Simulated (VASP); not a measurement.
SnSe2:

```xyz
3
Lattice="3.8110 0.0000 0.0000 -1.9055 3.3004 0.0000 0.0000 0.0000 6.1360" Properties=species:S:1:pos:R:3 pbc="T T T"
Sn    0.0000    0.0000    0.0000
Se    0.0000    2.2003    1.5279
Se    1.9055    1.1001    4.6081
```

Base run:

| Item | Value |
| --- | --- |
| Program | VASP 6.6.1 |
| Functional | RPBE |
| Potentials or basis | VASP PAW PBE potentials, release 64 (Sn_d, Se) |
| Cutoff | 500 eV |
| k mesh | 6 × 6 × 4 |
| Occupations | gaussian, width 0.01 eV |
| Spin | no spin polarisation |

Its results: band gap on the k mesh 0.89 eV, indirect (least direct gap 1.22 eV); pressure 7.5 GPa; largest force 0.840 eV/Å.

Task: The run is repeated on the same cell with these changes: functional from RPBE to LDA; potentials or basis from VASP PAW PBE potentials, release 64 (Sn_d, Se) to VASP PAW LDA potentials, release 64 (Sn_d, Se). What comes out?

Result: Band gap on the k mesh 0.69 eV, indirect (least direct gap 0.90 eV); pressure 1.0 GPa; largest force 0.497 eV/Å.

Caveats: spin-orbit coupling is left out, which moves the levels of the heavy elements; the PAW data sets were made with another functional, which shifts forces and pressure a little (some runs); this functional lacks dispersion, which binds the layers, so the pressure and a relaxed spacing across them are unreliable (some runs).

A k mesh can miss the band edges.
